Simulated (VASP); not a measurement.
Crystal: SnBr4Cl.

```
Sn Br Cl
1.0
     0.00000    4.45202    4.45202
     4.45202    0.00000    4.45202
     4.45202    4.45202    0.00000
Sn Br Cl
1 4 1
Direct
  0.75000 0.75000 0.75000
  0.87694 0.37435 0.37435
  0.37435 0.37435 0.37435
  0.37435 0.37435 0.87694
  0.37435 0.87694 0.37435
  0.00000 0.00000 0.00000
```

```yaml
Program: VASP 6.6.1
Task: relaxation of cell and atoms
Functional: PBE
Potentials_or_basis: VASP PAW PBE potentials, release 64 (Sn_d, Br, Cl)
Cutoff: 600 eV
k_mesh: 8 × 8 × 8
Occupations: gaussian, width 0.1 eV
Spin: no spin polarisation
```

At the start: pressure -1.6 GPa; volume 29.41 Å³/atom.

Where does the relaxation end?

Over 5 steps the energy falls by 9.7 meV/atom and the volume is 27.67 Å³/atom (-5.9 %); space group F-43m (No. 216, to 0.05 Å).

The path:
```
step  energy change (eV)  largest force (eV/Å)  pressure (GPa)  volume (Å³)
   1              0.0000                0.0923           -1.62       176.48
   2             -0.0527                0.0470           -0.55       169.01
   3             -0.0582                0.0224            0.02       165.80
   4             -0.0582                0.0239           -0.01       166.01
   5             -0.0583                0.0086           -0.02       166.04
```

Final structure:
```xyz
6
Lattice="0.0000 4.3624 4.3624 4.3624 0.0000 4.3624 4.3624 4.3624 0.0000" Properties=species:S:1:pos:R:3 pbc="T T T"
Sn    6.5436    6.5436    6.5436
Br    3.2704    5.4544    5.4544
Br    3.2704    3.2704    3.2704
Br    5.4544    5.4544    3.2704
Br    5.4544    3.2704    5.4544
Cl    0.0000    4.3624    4.3624
```

Caveat: an odd number of electrons without spin polarisation forces a metal; a magnetic or distorted state may lie lower.
